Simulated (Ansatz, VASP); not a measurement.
**Bi: VASP beside Ansatz**

```xyz
2
Lattice="2.3120 1.3348 4.0152 -2.3120 1.3348 4.0152 0.0000 -2.6696 4.0152" Properties=species:S:1:pos:R:3 pbc="T T T"
Bi    0.0000    0.0000    9.2270
Bi    0.0000    0.0000    2.8187
```

Change from the starting cell: volume scaled by 1.06.

Alike in both runs: task single point; functional LDA; k mesh 7 × 7 × 7; occupations fermi-dirac, width 0.05 eV; no spin polarisation.

```csv
,VASP,Ansatz
version,VASP 6.6.1,Ansatz 0.2.0
potentials or method,"VASP PAW LDA potentials, release 64 (Bi_d), cutoff 520 eV","all-electron LAPW, scalar-relativistic"
```

VASP gave:

- gap on the k mesh at the Fermi level (eV): 0.24
- least direct gap on the mesh (eV): 0.49
- pressure (GPa): -3.8
- traceless stress, the component that is largest in VASP (GPa): 0.17
- rms of the force components (eV/Å): 0.100

What did Ansatz give for the same quantities?

gap on the k mesh at the Fermi level (eV): 0.24; least direct gap on the mesh (eV): 0.49; pressure (GPa): -3.9; traceless stress, the component that is largest in VASP (GPa): 0.19; rms of the force components (eV/Å): 0.111.

LDA's correlation is that of Perdew and Zunger in VASP and of Perdew and Wang (1992) in Ansatz. Atom by atom the forces differ by 0.011 eV/Å (rms over components). Ansatz ran all-electron here, and VASP with PAW potentials.

Spin-orbit coupling is off throughout.
